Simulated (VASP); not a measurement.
Set up this calculation in VASP 6.6.1, as the native input.

| Property | Result |
| --- | --- |
| Task | single point |
| Functional | PBE |
| Potentials or basis | VASP PAW PBE potentials, release 64 (Si, Ni) |
| Cutoff | 600 eV |
| k mesh | 14 × 14 × 14 |
| Occupations | gaussian, width 0.1 eV |
| Spin | non-collinear spin, zero start, spin-orbit coupling |
| Starting moments | [[0.0, 0.0, 0.0], [0.0, 0.0, 0.0], [0.0, 0.0, 0.0]] μB |
| Dipole correction | no |
| Further INCAR settings | ALGO = Normal; EDIFF = 1e-06; NBANDS = 31 |

The structure of Si2Ni lies in POSCAR:

```
Si2Ni
1.0
    0.0000000000      2.7232366436      2.7232366436
    2.7232366436      0.0000000000      2.7232366436
    2.7232366436      2.7232366436      0.0000000000
Si Ni
2 1
Direct
    0.2500000000      0.2500000000      0.2500000000
    0.7500000000      0.7500000000      0.7500000000
    0.0000000000      0.0000000000      0.0000000000
```

These files were run (other wordings do the same):

INCAR

```
PREC = Accurate
ENCUT = 600
EDIFF = 1E-6
ISMEAR = 0
SIGMA = 0.1
LREAL = False
LASPH = True
NELM = 200
ALGO = Normal
ISIF = 2
LWAVE = False
LCHARG = True
LNONCOLLINEAR = True
MAGMOM = 0 0 0 0 0 0 0 0 0
LORBIT = 11
LSORBIT = True
GGA_COMPAT = False
LORBMOM = True
LMAXMIX = 4
GGA = PE
LVHAR = True
NBANDS = 31
```

KPOINTS

```
Automatic mesh
0
Gamma
  14 14 14
```

Potentials or basis: VASP PAW PBE potentials, release 64 (Si, Ni).

Launch:

```console
$ cat potpaw_PBE.64/Si/POTCAR potpaw_PBE.64/Ni/POTCAR > POTCAR
$ mpirun -np 1 vasp_ncl > vasp.out
```

Results of the run:

The pressure is -0.1 GPa and the net moment is 0.00 μB per cell. The valence electrons inside the program's atomic spheres are Si 1.57; Ni 9.75.

It took 5.2 min on 1 thread of Intel(R) Xeon(R) Platinum 8488C (Sapphire Rapids), on a shared host, peak memory 0.45 GiB.
